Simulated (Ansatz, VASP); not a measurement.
## Two plane-wave programs on Al2InN3

```xyz
12
Lattice="5.1349 -2.7996 0.0000 5.1349 2.7996 0.0000 0.0000 0.0000 5.4822" Properties=species:S:1:pos:R:3 pbc="T T T"
Al    1.7629    0.9138    5.4369
Al    8.5070    0.9138    5.4369
Al    8.5070   -0.9138    2.6958
Al    1.7629   -0.9138    2.6958
In    5.1349    0.9962    5.4109
In    5.1349   -0.9962    2.6698
N     1.9019    0.8311    1.9500
N     8.3680    0.8311    1.9500
N     8.3680   -0.8311    4.6911
N     1.9019   -0.8311    4.6911
N     5.1349    1.1297    2.2265
N     5.1349   -1.1297    4.9676
```

Change from the starting cell: volume 13.135 Å^3 an atom, stretch along b over the lengths across it, relative to the relaxed cell 0.9480.

Alike in both runs: task single point; functional PBE; k mesh 6 × 6 × 6; occupations gaussian, width 0.05 eV; no spin polarisation.

|  | VASP | Ansatz |
| --- | --- | --- |
| version | VASP 6.6.1 | Ansatz 0.2.0 |
| potentials or method | VASP PAW PBE potentials, release 64 (Al, In_d, N), cutoff 520 eV | scalar-relativistic, plane waves, PAW |
| valence electrons in the cell | 68 | 68 |

|  | VASP | Ansatz | Ansatz less VASP |
| --- | --- | --- | --- |
| gap on the k mesh at the Fermi level (eV) | 1.65 | 1.65 | +0.003 |
| least direct gap on the mesh (eV) | 1.65 | 1.65 | +0.003 |
| pressure (GPa) | -10.7 | -10.6 | +0.06 |
| traceless stress, the component that is largest in VASP (GPa) | 8.54 | 8.48 | -0.053 |
| rms of the force components (eV/Å) | 0.224 | 0.222 | -0.0018 |

Atom by atom the forces differ by 0.009 eV/Å (rms over components). With one functional, cell and mesh, what is left measures potentials, basis and numerics.
